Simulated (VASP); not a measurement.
Here is a VASP 6.6.1 calculation.

Contents of POSCAR:

```
Ce
1.0
    0.0000000000      2.3312218028      2.3312218028
    2.3312218028      0.0000000000      2.3312218028
    2.3312218028      2.3312218028      0.0000000000
Ce
1
Direct
    0.0000000000      0.0000000000      0.0000000000
```

File INCAR.step1:

```
PREC = Accurate
ENCUT = 520
ISMEAR = 0
SIGMA = 0.05
LREAL = F
LASPH = T
NELM = 150
ISPIN = 2
MAGMOM = 0.5
LMAXMIX = 6
NBANDS = 16
GGA = PE
ALGO = Normal
EDIFF = 1E-4
LWAVE = T
LCHARG = F
```

INCAR.step2

```
PREC = Accurate
ENCUT = 520
EDIFF = 1E-6
ISMEAR = 0
SIGMA = 0.05
LREAL = F
LASPH = T
NELM = 150
ALGO = Normal
ISIF = 2
LWAVE = F
LCHARG = F
ISPIN = 2
MAGMOM = 0.5
LORBIT = 11
LMAXMIX = 6
METAGGA = R2SCAN
LMIXTAU = T
NBANDS = 16
ISTART = 1
```

The input KPOINTS:

```
Automatic mesh
0
Gamma
  16 16 16
```

Potentials or basis: VASP PAW PBE potentials, release 64 (Ce).

Command:

```console
$ cat potpaw_PBE.64/Ce/POTCAR > POTCAR
$ cp INCAR.step1 INCAR
$ mpirun -np 1 vasp_std > vasp.out
$ cp INCAR.step2 INCAR
$ mpirun -np 1 vasp_std > vasp.out
```

Task: Estimate the pressure.

Result: -0.3 GPa.

Task: Estimate the band gap on the k mesh.

Result: Zero (filled and empty bands overlap).

Caveat: the magnetic or orbital state may not be the lowest; the PAW data sets were made with another functional, which shifts forces and pressure a little; spin-orbit coupling is left out, which moves the levels of the heavy elements. The state reached can hang on the start; a lower one may exist.
